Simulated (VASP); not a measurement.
# WC (Qusongite) (P-6m2) in VASP: further runs

WC (Qusongite) is run at these levels: LDA, revPBE, PBE; tasks: single point.

Program: VASP 6.6.1. These are calculated values, not measurements. Logs are shortened: lines on timing, memory, paths and dates and some standing lists are left out, and cuts for length are marked.

### 1 The cell of the first run

The structure is hexagonal, space group P-6m2 (No. 187). Conventional cell: a = 2.847 Å, b = 2.847 Å, c = 2.779 Å, α = 90.00°, β = 90.00°, γ = 120.00°. Within 2.8 Å of W (site symmetry -6m2) lie 6 C at 2.15 Å and 2 W at 2.78 Å. Within 2.8 Å of C (site symmetry -6m2) lie 6 W at 2.15 Å and 2 C at 2.78 Å.

### 2 Single point, LDA

Input file INCAR:

```
SYSTEM = WC
PREC     = Accurate       ! precision mode
ENCUT    = 520            ! plane-wave cutoff, eV
EDIFF    = 1E-6           ! SCF threshold, eV
ISMEAR   = -1             ! smearing method
SIGMA    = 0.05           ! smearing width, eV
LREAL    = .False.        ! projectors in reciprocal space
LASPH    = .True.         ! aspherical terms in the spheres
NELM     = 100            ! most SCF steps
ALGO     = Normal         ! electronic algorithm
ISIF     = 2              ! what is computed and relaxed
LWAVE    = .False.        ! write WAVECAR
LCHARG   = .False.        ! write CHGCAR
NBANDS   = 16             ! bands
```

Input file KPOINTS:

```
Automatic mesh
0
Gamma
  10 10 9
  0 0 0
```

Input file POSCAR:

```
WC
1.0
    2.8471670250      0.0000000000      0.0000000000
   -1.4235835125      2.4657189725      0.0000000000
    0.0000000000      0.0000000000      2.7786939560
W C
1 1
Direct
    0.0000000000      0.0000000000      0.0000000000
    0.6666666667      0.3333333333      0.5000000000
```

Potentials or basis: VASP PAW LDA potentials, release 64 (W_sv, C).

On the command line:

```sh
> cat potpaw_LDA.64/W_sv/POTCAR potpaw_LDA.64/C/POTCAR > POTCAR
> mpirun -np 1 vasp_std > vasp.out
```

OUTCAR:

```text
SYSTEM = WC
   PREC = Accurate
   ENCUT = 520
   EDIFF = 1E-6
   ISMEAR = -1
   LREAL = .False.
   LASPH = .True.
   NELM = 100
   ISIF = 2

 ion  position               nearest neighbor table
   1  0.000  0.000  0.000-   2 2.15   2 2.15   2 2.15   2 2.15   2 2.15   2 2.15
   2  0.667  0.333  0.500-   1 2.15   1 2.15   1 2.15   1 2.15   1 2.15   1 2.15

  LATTYP: Found a hexagonal cell.
 ALAT       =     2.8471670250
 C/A-ratio  =     0.9759504559

  Lattice vectors:

 A1 = (   2.8471670250,   0.0000000000,   0.0000000000)
 A2 = (  -1.4235835125,   2.4657189725,   0.0000000000)
 A3 = (   0.0000000000,   0.0000000000,   2.7786939560)

Analysis of symmetry for initial positions (statically):
=====================================================================
 Subroutine PRICEL returns:
 Original cell was already a primitive cell.

 Routine SETGRP: Setting up the symmetry group for a
 hexagonal supercell.

 Subroutine GETGRP returns: Found 12 space group operations
 (whereof 12 operations were pure point group operations)
 out of a pool of 24 trial point group operations.

The static configuration has the point symmetry D_3h.

Analysis of symmetry for dynamics (positions and initial velocities):
=====================================================================
 Subroutine PRICEL returns:
 Original cell was already a primitive cell.

 Routine SETGRP: Setting up the symmetry group for a
 hexagonal supercell.

 Subroutine GETGRP returns: Found 12 space group operations
 (whereof 12 operations were pure point group operations)
 out of a pool of 24 trial point group operations.

The dynamic configuration has the point symmetry D_3h.

 Subroutine INISYM returns: Found 12 space group operations
 (whereof 12 operations are pure point group operations),
 and found     1 'primitive' translations

----------------------------------------------------------------------------------------

                                     Primitive cell

  volume of cell :      19.5073

  direct lattice vectors                    reciprocal lattice vectors
     2.847167025  0.000000000  0.000000000     0.351226321  0.202780611  0.000000000
    -1.423583513  2.465718972  0.000000000     0.000000000  0.405561222  0.000000000
     0.000000000  0.000000000  2.778693956     0.000000000  0.000000000  0.359881302

  length of vectors
     2.847167025  2.847167025  2.778693956     0.405561222  0.405561222  0.359881302

  position of ions in fractional coordinates (direct lattice)
     0.000000000  0.000000000  0.000000000
     0.666666667  0.333333333  0.500000000

  ion indices of the primitive-cell ions
   primitive index   ion index
                 1           1
                 2           2

----------------------------------------------------------------------------------------

 KPOINTS: Automatic mesh

Automatic generation of k-mesh.
 Grid dimensions read from file:
 generate k-points for:   10   10    9

 Generating k-lattice:

  Cartesian coordinates                     Fractional coordinates (reciprocal lattice)
     0.035122632  0.020278061  0.000000000     0.100000000  0.000000000  0.000000000
     0.000000000  0.040556122  0.000000000     0.000000000  0.100000000  0.000000000
     0.000000000  0.000000000  0.039986811     0.000000000  0.000000000  0.111111111

  Length of vectors
     0.040556122  0.040556122  0.039986811

  Shift w.r.t. Gamma in fractional coordinates (k-lattice)
     0.000000000  0.000000000  0.000000000

 Subroutine IBZKPT returns following result:
 ===========================================

 Found     70 irreducible k-points:

 Following reciprocal coordinates:
            Coordinates               Weight
  0.000000  0.000000  0.000000      1.000000
  0.100000 -0.000000  0.000000      6.000000
  0.200000 -0.000000  0.000000      6.000000
  0.300000  0.000000  0.000000      6.000000
  0.400000  0.000000  0.000000      6.000000
  0.500000  0.000000  0.000000      3.000000
[... 16 lines left out ...]
  0.300000  0.100000  0.111111     24.000000
  0.400000  0.100000  0.111111     24.000000
 [... further k-points ...]
   k-points           NKPTS =     70   k-points in BZ     NKDIM =     70   number of bands    NBANDS=     16
   number of dos      NEDOS =    301   number of ions     NIONS =      2
   total plane-waves  NPLWV =  13824
   dimension x,y,z NGX =    24 NGY =   24 NGZ =   24
   dimension x,y,z NGXF=    48 NGYF=   48 NGZF=   48
   ions per type =               1   1
   NGX,Y,Z   is equivalent  to a cutoff of  14.01, 14.01, 14.36 a.u.
   NGXF,Y,Z  is equivalent  to a cutoff of  28.03, 28.03, 28.72 a.u.
 SYSTEM =  WC
   PREC   = accura    normal or accurate (medium, high low for compatibility)
   ISTART =      0    job   : 0-new  1-cont  2-samecut
   ICHARG =      2    charge: 1-file 2-atom 10-const
   ISPIN  =      1    spin polarized calculation?
   LNONCOLLINEAR =      F non collinear calculations
   LSORBIT =      F    spin-orbit coupling
   LASPH  =      T    aspherical Exc in radial PAW
   ENCUT  =  520.0 eV  38.22 Ry    6.18 a.u.   5.29  5.29  5.17*2*pi/ulx,y,z
   NELM   =    100;   NELMIN=  2; NELMDL= -5     # of ELM steps
   EDIFF  = 0.1E-05   stopping-criterion for ELM
   LREAL  =      F    real-space projection
   EDIFFG = 0.1E-04   stopping-criterion for IOM
   NSW    =      0    number of steps for IOM
   IBRION =     -1    ionic relax: 0-MD 1-quasi-New 2-CG
   NFREE  =      0    steps in history (QN), initial steepest desc. (CG)
   ISIF   =      2    stress and relaxation
   ISYM   =      2    0-nonsym 1-usesym 2-fastsym
   POTIM  = 0.5000    time-step for ionic-motion
   TEBEG  =    0.0;   TEEND  =   0.0 temperature during run
   PSTRESS=    0.0 pullay stress
   NELECT =      18.0000    total number of electrons
   NUPDOWN=      -1.0000    fix difference up-down
   EMIN   =  10.00;   EMAX   =-10.00  energy-range for DOS
[... 5 lines left out ...]
     AMIX     =   0.40;   BMIX     =  1.00
     AMIX_MAG =   1.60;   BMIX_MAG =  1.00
  volume/ion in A,a.u.               =       9.75        65.82
  Fermi-wavevector in a.u.,A,eV,Ry     =   1.593798  3.011841 34.561407  2.540192
  Thomas-Fermi vector in A             =   2.691972
   LORBIT       =      0    0 simple, 1 ext, 2 COOP (PROOUT), +10 PAW based schemes
   GGA     = CA    functional components
   LHFCALC =     F    Hartree Fock is set to
   AEXX    =    0.0000 exact exchange contribution
   IVDW    =     0    specifies the selected vdW correction
   LEPSILON=     F    determine dielectric tensor
   LRPA    =     F    only Hartree local field effects (RPA)
 non-spin polarized calculation
  energy-cutoff  :      520.00
  volume of cell :       19.51
 maximum number of plane-waves:       541
 NGX is ok and might be reduce to    24
   NGX = 11   NGY = 11   NGZ = 11

 number of electron      18.0000000 magnetization

 Free energy of the ion-electron system (eV)
  ---------------------------------------------------
  ext. energy  EPLUGINS =         0.00000000
  ---------------------------------------------------
  free energy    TOTEN  =       -24.64969668 eV

  energy without entropy =      -24.64736413  energy(sigma->0) =      -24.64853040

 E-fermi :  11.8715     XC(G=0): -14.3204

 val. band max:       11.8484086756   @ k =   0.1000  -0.0000   0.3333
 cond. band min:      11.9070671645   @ k =   0.4000   0.2000   0.0000
 fundamental gap:      0.0586584890
 Fermi energy:        11.8714703988

 k-point     1 :       0.0000    0.0000    0.0000
  band No.  band energies     occupation
      1     -61.5107      2.00000
      2     -25.7560      2.00000
      3     -25.6205      2.00000
      4     -25.6205      2.00000
      5      -2.8497      2.00000
      6       7.2136      2.00000
[... 8 lines left out ...]
     15      26.9695      0.00000
     16      29.2493      0.00000

 k-point     2 :       0.1000   -0.0000    0.0000
  band No.  band energies     occupation
      1     -61.5030      2.00000
      2     -25.7424      2.00000
      3     -25.7255      2.00000
      4     -25.6440      2.00000
      5      -2.5643      2.00000
      6       7.2596      2.00000
[... 8 lines left out ...]
     15      26.3984      0.00000
     16      29.8305      0.00000

 k-point     3 :       0.2000   -0.0000    0.0000
  band No.  band energies     occupation
      1     -61.4829      2.00000
      2     -25.9933      2.00000
      3     -25.7065      2.00000
      4     -25.7049      2.00000
      5      -1.7866      2.00000
      6       6.5664      2.00000
[... 8 lines left out ...]
     15      26.1025      0.00000
     16      30.9310      0.00000

 k-point     4 :       0.3000    0.0000    0.0000
  band No.  band energies     occupation
      1     -61.4580      2.00000
      2     -26.3111      2.00000
      3     -25.7793      2.00000
      4     -25.6617      2.00000
      5      -0.7309      2.00000
      6       5.6012      2.00000
[... 8 lines left out ...]
     15      27.1108      0.00000
     16      30.1616      0.00000

 k-point     5 :       0.4000    0.0000    0.0000
  band No.  band energies     occupation
      1     -61.4378      2.00000
      2     -26.5586      2.00000
      3     -25.8387      2.00000
      4     -25.6253      2.00000
      5       0.2625      2.00000
      6       4.9161      2.00000
[... 8 lines left out ...]
     15      26.7155      0.00000
     16      29.7965      0.00000

 k-point     6 :       0.5000    0.0000    0.0000
  band No.  band energies     occupation
      1     -61.4300      2.00000
      2     -26.6510      2.00000
      3     -25.8612      2.00000
      4     -25.6113      2.00000
      5       0.7011      2.00000
      6       4.6678      2.00000
[... 8 lines left out ...]
     15      25.5258      0.00000
     16      30.8311      0.00000
[... 267 lines left out ...]
 k-point    21 :       0.1000    0.1000    0.1111
  band No.  band energies     occupation
      1     -61.4827      2.00000
      2     -25.8949      2.00000
      3     -25.8282      2.00000
      4     -25.6834      2.00000
      5      -1.7392      2.00000
      6       7.0135      2.00000
[... 8 lines left out ...]
     15      25.8255      0.00000
     16      30.1999      0.00000

 k-point    22 :       0.2000    0.1000    0.1111
  band No.  band energies     occupation
      1     -61.4602      2.00000
      2     -26.1645      2.00000
      3     -25.7874      2.00000
      4     -25.7691      2.00000
      5      -0.8653      2.00000
      6       6.1300      2.00000
[... 8 lines left out ...]
     15      25.9654      0.00000
     16      30.3899      0.00000

 k-point    23 :       0.3000    0.1000    0.1111
  band No.  band energies     occupation
      1     -61.4377      2.00000
      2     -26.4256      2.00000
      3     -25.8546      2.00000
      4     -25.7441      2.00000
      5       0.1187      2.00000
      6       5.2651      2.00000
[... 8 lines left out ...]
     15      26.9042      0.00000
     16      29.2571      0.00000

 k-point    24 :       0.4000    0.1000    0.1111
  band No.  band energies     occupation
      1     -61.4238      2.00000
      2     -26.5826      2.00000
      3     -25.9069      2.00000
      4     -25.7171      2.00000
      5       0.8341      2.00000
      6       4.7151      2.00000
[... 8 lines left out ...]
     15      26.1511      0.00000
     16      30.1171      0.00000

 [... further k-points ...]
[... 5 lines left out ...]
  --------------------------------------------------------------------------------------
  -------------------------------------------------------------------------------------
  Total        2.4177979      2.4177979      2.6699840      0.0000000     -0.0000000      0.0000000
  in kB      198.5790086    198.5790086    219.2916033      0.0000000     -0.0000000      0.0000000
  external PRESSURE =     205.4832068 kB  Pullay stress =       0.0000000 kB

 VOLUME and BASIS-vectors are now :
 -----------------------------------------------------------------------------
  energy-cutoff  :      520.00
  volume of cell :       19.51
      direct lattice vectors                 reciprocal lattice vectors
     2.847167025  0.000000000  0.000000000     0.351226321  0.202780611  0.000000000
    -1.423583513  2.465718972  0.000000000     0.000000000  0.405561222  0.000000000
     0.000000000  0.000000000  2.778693956     0.000000000  0.000000000  0.359881302

 POSITION                                       TOTAL-FORCE (eV/Angst)
 -----------------------------------------------------------------------------------
      0.00000      0.00000      0.00000         0.000000     -0.000000      0.000000
      1.42358      0.82191      1.38935        -0.000000      0.000000      0.000000
 -----------------------------------------------------------------------------------
    total drift:                               -0.000000      0.000000      0.000000

  FREE ENERGIE OF THE ION-ELECTRON SYSTEM (eV)
  ---------------------------------------------------
  free  energy   TOTEN  =       -24.6496966761 eV

  energy  without entropy=      -24.6473641310  energy(sigma->0) =      -24.64853040
```

Run time: 11 s. Hardware: 1 thread of Intel Xeon Platinum 8259CL at 2.50GHz (Skylake/Cascade Lake), shared host; peak memory 0.14 GiB.

Results:

```yaml
Free_energy: -24.6497 eV
Pressure: 20.5 GPa
Band_gap_on_the_k_mesh: zero (band 9 reaches 12.59 eV, above the bottom of band 10 at 11.26 eV)
```

Caveat: spin-orbit coupling is left out, which moves the levels of the heavy elements.

### 3 Single point, LDA

This run uses another cell than the first one, of 9.96 Å³/atom, 1.021 times its volume.

Input file INCAR:

```
PREC = Accurate
ENCUT = 520
EDIFF = 1E-6
ISMEAR = -1
SIGMA = 0.05
LREAL = F
LASPH = T
NELM = 60
ALGO = Normal
ISIF = 2
LWAVE = F
LCHARG = F
GGA = CA
NBANDS = 16
```

Input file KPOINTS:

```
Automatic mesh
0
Gamma
  10 10 9
```

Input file POSCAR:

```
WC
1.0
    2.8672181576      0.0000000000      0.0000000000
   -1.4336090788      2.4830837627      0.0000000000
    0.0000000000      0.0000000000      2.7982628680
W C
1 1
Direct
    0.0000000000      0.0000000000      0.0000000000
    0.6666666667      0.3333333333      0.5000000000
```

Potentials or basis: VASP PAW LDA potentials, release 64 (W_sv, C).

On the command line:

```sh
> cat potpaw_LDA.64/W_sv/POTCAR potpaw_LDA.64/C/POTCAR > POTCAR
> mpirun -np 1 vasp_std > vasp.out
```

Run time: 12 s. Hardware: 1 thread of Intel Xeon Platinum 8259CL at 2.50GHz (Skylake/Cascade Lake), shared host; peak memory 0.14 GiB.

It converged, with:

```
Free energy            : -24.6897 eV
Pressure               : 10.3 GPa
Band gap on the k mesh : zero (band 9 reaches 12.26 eV, above the bottom of band 10 at 10.96 eV)
```

Stress tensor (GPa, compression positive):
```
10.06  0.00  0.00
 0.00 10.06  0.00
 0.00  0.00 10.65
```

Levels at points of the mesh, in eV from the Fermi level:
```
           k point  band 5  band 6  band 7  band 8  band 9  band 10  band 11  band 12  band 13  band 14
(0.00, 0.00, 0.00)  -14.56   -4.53   -3.48   -3.48    0.16     3.41     3.41     5.86     5.86     6.81
(0.50, 0.00, 0.00)  -11.07   -7.11   -3.78   -3.74   -0.42     2.45     4.78     5.18     7.10    10.14
```

Caveat: spin-orbit coupling is left out, which moves the levels of the heavy elements.

[end of part 1 of 3]
